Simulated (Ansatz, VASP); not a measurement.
## Na3SF: VASP beside Ansatz

```
Na S F
1.0
     3.21265    1.86269    5.13173
    -3.21891    1.86018    5.13521
    -0.00349   -3.61058    5.09274
Na S F
6 2 2
Direct
  0.79746 0.29672 0.70263
  0.67007 0.82997 0.24515
  0.20688 0.70650 0.79339
  0.20251 0.70329 0.29742
  0.32993 0.17013 0.75501
  0.79306 0.29357 0.20643
  0.75610 0.74379 0.75080
  0.24385 0.25624 0.24920
  0.50011 0.49989 0.49999
  0.00004 0.99991 0.99997
```

Change from the starting cell: cell x1, atoms moved at random (sigma 0.1 Å) and cell strained at random (1.5 %), then relaxed without symmetry.

Alike in both runs: functional PBE; k mesh 3 × 3 × 3; occupations gaussian, width 0.1 eV; no spin polarisation.

Ansatz relaxed the structure, and its values are those at the end. VASP's run is a single point on that final structure, the one shown.

|  | VASP | Ansatz |
| --- | --- | --- |
| version | VASP 6.6.1 | Ansatz 0.2.0 |
| potentials or method | VASP PAW PBE potentials, release 64 (Na_pv, S, F), cutoff 520 eV | scalar-relativistic, plane waves, PAW |
| valence electrons in the cell | 68 | 80 |

|  | VASP | Ansatz | Ansatz less VASP |
| --- | --- | --- | --- |
| gap on the k mesh at the Fermi level (eV) | 2.37 | 2.38 | +0.002 |
| least direct gap on the mesh (eV) | 2.48 | 2.48 | +0.003 |
| pressure (GPa) | 0.0 | 0.0 | +0.01 |
| rms of the force components (eV/Å) | 0.003 | 0.003 | -0.0001 |

VASP's potentials hold 68 valence electrons a cell and Ansatz's 80, so a difference there can come from the potentials and not from the codes.
